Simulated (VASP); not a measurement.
# TiSi (Cmmm) in VASP: further runs

The runs below take TiSi through single point, with PBEsol.

Program: VASP 6.6.1. These are calculated values, not measurements. Logs are shortened: lines on timing, memory, paths and dates and some standing lists are left out, and cuts for length are marked.

**1. The cell of the first run**

The structure is orthorhombic, space group Cmmm (No. 65). Conventional cell: a = 3.555 Å, b = 3.992 Å, c = 3.744 Å, α = 90.00°, β = 90.00°, γ = 90.00°. Ti (site symmetry mmm) has 8 Si at 2.58 to 2.74 Å and 4 Ti at 2.67 Å within 3.4 Å. Within 3.4 Å of Si (site symmetry mmm) lie 8 Ti at 2.58 to 2.74 Å and 4 Si at 2.67 Å.

**2. Single point, PBEsol (volume scaled by 0.94, then relaxed in part)**

The input, INCAR:

```
PREC     = Accurate       # precision mode
ENCUT    = 520            # plane-wave cutoff, eV
EDIFF    = 1E-6           # SCF threshold, eV
ISMEAR   = 0              # smearing method
SIGMA    = 0.1            # smearing width, eV
LREAL    = F              # projectors in reciprocal space
LASPH    = T              # aspherical terms in the spheres
NELM     = 100            # most SCF steps
ALGO     = Normal         # electronic algorithm
ISIF     = 2              # what is computed and relaxed
LWAVE    = F              # write WAVECAR
LCHARG   = T              # write CHGCAR
GGA      = PS             # functional
LELF     = T              # ELF
LVHAR    = T            
NBANDS   = 42             # bands
```

The input, KPOINTS:

```
regular mesh
0
Gamma
  10 6 10
```

The input, POSCAR:

```
TiSi
1.0
    3.5547491988      0.0000000000      0.0000000000
    0.0000000000      7.4884469147      0.0000000000
    0.0000000000      0.0000000000      3.9922375503
Ti Si
4 4
Direct
    0.0000000000      0.5000000000      0.0507500000
    0.5000000000      0.5000000000      0.5507500000
    0.5000000000      0.0000000000      0.5507500000
    0.0000000000      0.0000000000      0.0507500000
    0.0000000000      0.7500000000      0.5507500000
    0.0000000000      0.2500000000      0.5507500000
    0.5000000000      0.2500000000      0.0507500000
    0.5000000000      0.7500000000      0.0507500000
```

Potentials or basis: VASP PAW PBE potentials, release 64 (Ti_sv, Si).

Started as:

```console
$ cat potpaw_PBE.64/Ti_sv/POTCAR potpaw_PBE.64/Si/POTCAR > POTCAR
$ mpirun -np 1 vasp_std > vasp.out
```

OUTCAR:

```text
PREC = Accurate
   ENCUT = 520
   EDIFF = 1E-6
   ISMEAR = 0
   LREAL = F
   LASPH = T
   NELM = 100
   ISIF = 2
   GGA = PS

 ion  position               nearest neighbor table
   1  0.000  0.500  0.051-   7 2.58   8 2.58   7 2.58   8 2.58   2 2.67   2 2.67   2 2.67   2 2.67
                             6 2.74   5 2.74   5 2.74   6 2.74
   2  0.500  0.500  0.551-   5 2.58   6 2.58   5 2.58   6 2.58   1 2.67   1 2.67   1 2.67   1 2.67
                             8 2.74   7 2.74   7 2.74   8 2.74
   3  0.500  0.000  0.551-   5 2.58   6 2.58   5 2.58   6 2.58   4 2.67   4 2.67   4 2.67   4 2.67
                             8 2.74   7 2.74   7 2.74   8 2.74
   4  0.000  0.000  0.051-   7 2.58   8 2.58   7 2.58   8 2.58   3 2.67   3 2.67   3 2.67   3 2.67
                             6 2.74   5 2.74   5 2.74   6 2.74
   5  0.000  0.750  0.551-   2 2.58   3 2.58   2 2.58   3 2.58   8 2.67   8 2.67   8 2.67   8 2.67
                             1 2.74   1 2.74   4 2.74   4 2.74
   6  0.000  0.250  0.551-   2 2.58   3 2.58   2 2.58   3 2.58   7 2.67   7 2.67   7 2.67   7 2.67
                             1 2.74   1 2.74   4 2.74   4 2.74
   7  0.500  0.250  0.051-   1 2.58   4 2.58   1 2.58   4 2.58   6 2.67   6 2.67   6 2.67   6 2.67
                             3 2.74   2 2.74   3 2.74   2 2.74
   8  0.500  0.750  0.051-   1 2.58   4 2.58   1 2.58   4 2.58   5 2.67   5 2.67   5 2.67   5 2.67
                             3 2.74   2 2.74   3 2.74   2 2.74

  LATTYP: Found a simple orthorhombic cell.
 ALAT       =     3.5547491988
 B/A-ratio  =     1.1230715100
 C/A-ratio  =     2.1066034468

  Lattice vectors:

 A1 = (  -3.5547491988,   0.0000000000,   0.0000000000)
 A2 = (   0.0000000000,   0.0000000000,   3.9922375503)
 A3 = (   0.0000000000,   7.4884469147,   0.0000000000)

Analysis of symmetry for initial positions (statically):
=====================================================================
 Subroutine PRICEL returns following result:

  LATTYP: Found a base centered orthorhombic cell.
 ALAT       =     3.5547491988
 B/A-ratio  =     1.1230715100
 C/A-ratio  =     1.0533017234

  Lattice vectors:

 A1 = (   1.7773745994,   0.0000000000,   1.9961187752)
 A2 = (   1.7773745994,   0.0000000000,  -1.9961187751)
 A3 = (   0.0000000000,   3.7442234573,   0.0000000000)

   4 primitive cells build up your supercell.

 Routine SETGRP: Setting up the symmetry group for a
 simple orthorhombic supercell.

 Subroutine GETGRP returns: Found  8 space group operations
 (whereof  4 operations were pure point group operations)
 out of a pool of  8 trial point group operations.

The static configuration has the point symmetry C_2v.
 The point group associated with its full space group is D_2h.

Analysis of symmetry for dynamics (positions and initial velocities):
[... 131 lines left out ...]
   ISYM   =      2    0-nonsym 1-usesym 2-fastsym
   POTIM  = 0.5000    time-step for ionic-motion
   TEBEG  =    0.0;   TEEND  =   0.0 temperature during run
   PSTRESS=    0.0 pullay stress
   NELECT =      64.0000    total number of electrons
   NUPDOWN=      -1.0000    fix difference up-down
   EMIN   =  10.00;   EMAX   =-10.00  energy-range for DOS
   EFERMI =   0.00;   METHOD = LEGACY
   ISMEAR =     0;   SIGMA  =   0.10  broadening in eV -4-tet -1-fermi 0-gaus
   EFERMI_NEDOS =   21; number of points for ismear=-14 and -15
   IALGO  =     38    algorithm
   IMIX   =      4    mixing-type and parameters
     AMIX     =   0.40;   BMIX     =  1.00
     AMIX_MAG =   1.60;   BMIX_MAG =  1.00
  volume/ion in A,a.u.               =      13.28        89.64
  Fermi-wavevector in a.u.,A,eV,Ry     =   1.382491  2.612530 26.004579  1.911283
  Thomas-Fermi vector in A             =   2.507178
   LORBIT       =      0    0 simple, 1 ext, 2 COOP (PROOUT), +10 PAW based schemes
   GGA     = PS    functional components
   LHFCALC =     F    Hartree Fock is set to
   AEXX    =    0.0000 exact exchange contribution
   IVDW    =     0    specifies the selected vdW correction
   LEPSILON=     F    determine dielectric tensor
   LRPA    =     F    only Hartree local field effects (RPA)
 non-spin polarized calculation
 Gauss-broadening in eV      SIGMA  =   0.10
  energy-cutoff  :      520.00
  volume of cell :      106.27
 maximum number of plane-waves:      2894
 NGX is ok and might be reduce to    28
   NGX = 13   NGY = 27   NGZ = 15

 number of electron      63.9999994 magnetization

 Free energy of the ion-electron system (eV)
  ---------------------------------------------------
  ext. energy  EPLUGINS =         0.00000000
  ---------------------------------------------------
  free energy    TOTEN  =       -61.12511413 eV

  energy without entropy =      -61.10613594  energy(sigma->0) =      -61.11562504

 E-fermi :  11.3111     XC(G=0): -12.2851

 val. band max:       11.3091473088   @ k =   0.1000   0.3333   0.2000
 cond. band min:      11.3151386551   @ k =   0.5000   0.1667   0.1000
 fundamental gap:      0.0059913462
 Fermi energy:        11.3111072440

 k-point     1 :       0.0000    0.0000    0.0000
  band No.  band energies     occupation
      1     -45.0084      2.00000
      2     -45.0057      2.00000
      3     -44.7863      2.00000
      4     -44.7845      2.00000
      5     -21.6626      2.00000
      6     -21.6563      2.00000
[... 1069 lines left out ...]
     41      14.8350      0.00000
     42      14.8352      0.00000

 [... further k-points ...]
[... 5 lines left out ...]
  --------------------------------------------------------------------------------------
  -------------------------------------------------------------------------------------
  Total        6.5489532      6.5894782      6.4532143      0.0000000      0.0000000      0.0000000
  in kB       98.7336917     99.3446563     97.2903070      0.0000000      0.0000000      0.0000000
  external PRESSURE =      98.4562184 kB  Pullay stress =       0.0000000 kB

 VOLUME and BASIS-vectors are now :
 -----------------------------------------------------------------------------
  energy-cutoff  :      520.00
  volume of cell :      106.27
      direct lattice vectors                 reciprocal lattice vectors
     3.554749199  0.000000000  0.000000000     0.281313799  0.000000000  0.000000000
     0.000000000  7.488446915  0.000000000     0.000000000  0.133539038  0.000000000
     0.000000000  0.000000000  3.992237550     0.000000000  0.000000000  0.250486096

 POSITION                                       TOTAL-FORCE (eV/Angst)
 -----------------------------------------------------------------------------------
      0.00000      3.74422      0.20261        -0.000000     -0.000000     -0.000000
      1.77737      3.74422      2.19872         0.000000     -0.000000      0.000000
      1.77737      0.00000      2.19872        -0.000000      0.000000     -0.000000
      0.00000      0.00000      0.20261         0.000000      0.000000      0.000000
      0.00000      5.61634      2.19872        -0.000000      0.000000      0.000000
      0.00000      1.87211      2.19872        -0.000000      0.000000      0.000000
      1.77737      1.87211      0.20261        -0.000000     -0.000000      0.000000
      1.77737      5.61634      0.20261        -0.000000     -0.000000      0.000000
 -----------------------------------------------------------------------------------
    total drift:                                0.000000     -0.000000     -0.000055

  FREE ENERGIE OF THE ION-ELECTRON SYSTEM (eV)
  ---------------------------------------------------
  free  energy   TOTEN  =       -61.1251141313 eV

  energy  without entropy=      -61.1061359440  energy(sigma->0) =      -61.11562504
```

Wall time 6.8 min (1 thread of AMD EPYC 9R45 (Zen 5), shared host); peak memory 0.52 GiB.

Results:

```yaml
Free_energy: -61.1251 eV
Pressure: 9.8 GPa
Band_gap_on_the_k_mesh: zero (band 32 reaches 11.85 eV, above the bottom of band 33 at 10.70 eV)
```

Stress tensor (GPa, compression positive):
```
9.87 0.00 0.00
0.00 9.93 0.00
0.00 0.00 9.73
```

Levels at points of the mesh, in eV from the Fermi level:
| k point | band 29 | band 30 | band 31 | band 32 | band 33 | band 34 | band 35 | band 36 |
| --- | --- | --- | --- | --- | --- | --- | --- | --- |
| (0.00, 0.00, 0.00) | -1.49 | -1.44 | -1.15 | -1.13 | -0.61 | 0.37 | 0.93 | 1.78 |
| (0.50, 0.00, 0.00) | -2.20 | -2.20 | -0.15 | -0.15 | 0.12 | 0.12 | 0.52 | 0.52 |
| (0.00, 0.50, 0.00) | -1.08 | -1.08 | -0.38 | -0.38 | 0.45 | 0.45 | 0.61 | 0.61 |
| (0.50, 0.50, 0.00) | -1.59 | -1.59 | -1.59 | -1.59 | 0.24 | 0.24 | 0.24 | 0.24 |
| (0.00, 0.00, 0.50) | -0.97 | -0.97 | 0.54 | 0.54 | 0.79 | 0.79 | 0.87 | 0.87 |
| (0.50, 0.00, 0.50) | -1.85 | -1.85 | -0.90 | -0.90 | 1.36 | 1.36 | 1.72 | 1.72 |
| (0.00, 0.50, 0.50) | -0.84 | -0.84 | -0.84 | -0.84 | 0.71 | 0.71 | 0.71 | 0.71 |
| (0.50, 0.50, 0.50) | -1.12 | -1.12 | -1.12 | -1.12 | 1.79 | 1.79 | 1.79 | 1.79 |

Caveat: the cell differs from its parent crystal (volume scaled by 0.94, then relaxed in part); the PAW data sets were made with another functional, which shifts forces and pressure a little.

**3. Single point, PBEsol**

This run uses another cell than the first one, of 14.13 Å³/atom, 1.064 times its volume.

The input, INCAR:

```
SYSTEM = TiSi
PREC     = Accurate       ! precision mode
ENCUT    = 520            ! plane-wave cutoff, eV
EDIFF    = 1E-7           ! SCF threshold, eV
ISMEAR   = 0              ! smearing method
SIGMA    = 0.1            ! smearing width, eV
LREAL    = .FALSE.        ! projectors in reciprocal space
LASPH    = .TRUE.         ! aspherical terms in the spheres
NELM     = 60             ! most SCF steps
ALGO     = Normal         ! electronic algorithm
ISIF     = 2              ! what is computed and relaxed
LWAVE    = .FALSE.        ! write WAVECAR
LCHARG   = .FALSE.        ! write CHGCAR
GGA      = PS             ! functional
NBANDS   = 42             ! bands
```

The input, KPOINTS:

```
Automatic mesh
0
G
  10 6 10
  0 0 0
```

The input, POSCAR:

```
TiSi
1.0
    3.6007916931      0.0000000000      0.0000000000
    0.0000000000      7.5785650113      0.0000000000
    0.0000000000      0.0000000000      4.1428981989
Ti Si
4 4
Direct
    0.0000000000      0.5000000000      0.0507574436
    0.5000000000      0.5000000000      0.5507434951
    0.5000000000      0.0000000000      0.5507465107
    0.0000000000      0.0000000000      0.0507528495
    0.0000000000      0.7499993708      0.5507483869
    0.0000000000      0.2500006292      0.5507483869
    0.5000000000      0.2499997024      0.0507514638
    0.5000000000      0.7500002976      0.0507514638
```

Potentials or basis: VASP PAW PBE potentials, release 64 (Ti_sv, Si).

Started as:

```console
$ cat potpaw_PBE.64/Ti_sv/POTCAR potpaw_PBE.64/Si/POTCAR > POTCAR
$ mpirun -np 1 vasp_std > vasp.out
```

It took 12 min on 1 thread of Intel Xeon Platinum 8488C (Sapphire Rapids), shared host; peak memory 0.57 GiB.

Results (log left out):

| Property | Result |
| --- | --- |
| Free energy | -61.3230 eV |
| Pressure | 0.0 GPa |
| Band gap on the k mesh | zero (band 32 reaches 11.05 eV, above the bottom of band 33 at 9.99 eV) |

Stress tensor (GPa, compression positive):
```
 0.06  0.00  0.00
 0.00  0.11  0.00
 0.00  0.00 -0.02
```

Levels at points of the mesh, in eV from the Fermi level:
| k point | band 28 | band 29 | band 30 | band 31 | band 32 | band 33 | band 34 | band 35 | band 36 | band 37 |
| --- | --- | --- | --- | --- | --- | --- | --- | --- | --- | --- |
| (0.00, 0.00, 0.00) | -1.62 | -1.35 | -1.23 | -0.97 | -0.93 | -0.41 | 0.49 | 0.74 | 1.73 | 1.76 |
| (0.50, 0.00, 0.00) | -2.35 | -2.21 | -2.21 | -0.28 | -0.28 | 0.04 | 0.04 | 0.59 | 0.59 | 1.30 |
| (0.00, 0.50, 0.00) | -1.18 | -1.09 | -1.09 | -0.22 | -0.22 | 0.51 | 0.51 | 0.55 | 0.55 | 1.16 |
| (0.50, 0.50, 0.00) | -2.39 | -1.58 | -1.58 | -1.58 | -1.58 | 0.23 | 0.23 | 0.23 | 0.23 | 2.01 |
| (0.00, 0.00, 0.50) | -1.91 | -0.82 | -0.82 | 0.58 | 0.58 | 0.67 | 0.67 | 0.81 | 0.81 | 0.84 |
| (0.50, 0.00, 0.50) | -2.61 | -1.78 | -1.78 | -0.86 | -0.86 | 1.37 | 1.37 | 1.68 | 1.68 | 1.84 |
| (0.00, 0.50, 0.50) | -1.47 | -0.66 | -0.66 | -0.66 | -0.66 | 0.73 | 0.73 | 0.73 | 0.73 | 0.86 |
| (0.50, 0.50, 0.50) | -2.82 | -1.06 | -1.06 | -1.06 | -1.06 | 1.75 | 1.75 | 1.75 | 1.75 | 2.20 |

Caveat: the PAW data sets were made with another functional, which shifts forces and pressure a little.
